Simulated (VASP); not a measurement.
Input of a VASP 6.6.1 run:

Contents of INCAR:

```
PREC     = Accurate       # precision mode
ENCUT    = 520            # plane-wave cutoff, eV
EDIFF    = 1E-6           # SCF threshold, eV
ISMEAR   = 0              # smearing method
SIGMA    = 0.1            # smearing width, eV
LREAL    = F              # projectors in reciprocal space
LASPH    = T              # aspherical terms in the spheres
NELM     = 100            # most SCF steps
ALGO     = Fast           # electronic algorithm
ISIF     = 2              # what is computed and relaxed
LWAVE    = F              # write WAVECAR
LCHARG   = F              # write CHGCAR
GGA      = PE             # functional
IVDW     = 12             # dispersion correction
NBANDS   = 30             # bands
```

Contents of KPOINTS:

```
Automatic mesh
0
Gamma
  14 14 14
```

The input POSCAR:

```
Ga3Sb
1.0
   -2.3189650101      2.3189650101      4.2686669768
    2.3189650101     -2.3189650101      4.2686669768
    2.3189650101      2.3189650101     -4.2686669768
Ga Sb
3 1
Direct
    0.7500000000      0.2500000000      0.5000000000
    0.2500000000      0.7500000000      0.5000000000
    0.5000000000      0.5000000000      0.0000000000
    0.0000000000      0.0000000000      0.0000000000
```

Potentials or basis: VASP PAW PBE potentials, release 64 (Ga_d, Sb).

Run with:

```bash
$ cat potpaw_PBE.64/Ga_d/POTCAR potpaw_PBE.64/Sb/POTCAR > POTCAR
$ mpirun -np 1 vasp_std > vasp.out
```

(1) What does it give for the pressure?

(2) What does it give for the dispersion energy per atom?

Answers

(1) -4.0 GPa.

(2) -0.324 eV.

Caveat: the cell stands under tension.
